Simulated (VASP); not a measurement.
The system is ZrH4.

```
Zr H
1.0
     3.53811    0.00000    0.00000
     0.00000    3.53811    0.00000
     0.00000    0.00000    7.14721
Zr H
2 8
Direct
  0.00000 0.00000 0.79789
  0.00000 0.00000 0.20211
  0.50000 0.50000 0.00000
  0.50000 0.50000 0.50000
  0.00000 0.50000 0.00000
  0.00000 0.50000 0.50000
  0.50000 0.00000 0.00000
  0.50000 0.00000 0.50000
  0.50000 0.50000 0.76593
  0.50000 0.50000 0.23407
```

```yaml
Program: VASP 6.6.1
Task: relaxation of cell and atoms
Functional: PBE
Potentials_or_basis: VASP PAW PBE potentials, release 64 (Zr_sv, H)
Cutoff: 600 eV
k_mesh: 6 × 6 × 4
Occupations: gaussian, width 0.1 eV
Spin: no spin polarisation
```

At the start: pressure -17.6 GPa; volume 8.95 Å³/atom.

Question: Where does the relaxation end?

Answer: Over 13 steps the energy falls by 265.7 meV/atom and the volume is 6.40 Å³/atom (-28.5 %); space group P4/mmm (No. 123, to 0.1 Å) before and after.

Step by step:
| step | energy change (eV) | largest force (eV/Å) | pressure (GPa) | volume (Å³) |
| --- | --- | --- | --- | --- |
| 1 | 0.0000 | 1.8194 | -17.60 | 89.47 |
| 2 | -1.5911 | 1.5324 | -13.05 | 77.31 |
| 3 | -2.4064 | 1.2022 | -1.98 | 66.42 |
| 4 | -2.4397 | 1.0456 | 3.99 | 62.99 |
| 5 | -2.4456 | 1.0868 | 2.49 | 63.77 |
| 6 | -2.5599 | 0.3291 | 0.28 | 64.06 |
| 7 | -2.5892 | 0.1677 | -0.50 | 64.24 |
| 8 | -2.5588 | 0.7014 | -0.94 | 64.58 |
| 9 | -2.5945 | 0.1659 | -0.78 | 64.32 |
| 10 | -2.6247 | 0.1641 | -0.19 | 63.93 |
| 11 | -2.6430 | 0.2766 | 1.09 | 63.32 |
| 12 | -2.6440 | 0.3091 | 1.45 | 63.16 |
| 13 | -2.6571 | 0.0234 | -0.24 | 64.01 |

Final structure:
```
CELL_PARAMETERS angstrom
3.18207 0.00000 0.00000
0.00000 3.18207 0.00000
0.00000 0.00000 6.32203
ATOMIC_POSITIONS crystal
Zr 0.00000 0.00000 0.75053
Zr 0.00000 0.00000 0.24947
H 0.50000 0.50000 0.00000
H 0.50000 0.50000 0.50000
H 0.00000 0.50000 0.00000
H 0.00000 0.50000 0.50000
H 0.50000 0.00000 0.00000
H 0.50000 0.00000 0.50000
H 0.50000 0.50000 0.76004
H 0.50000 0.50000 0.23996
```

Caveat: the volume moved by over 15 % at a fixed basis, so the end points are rough.
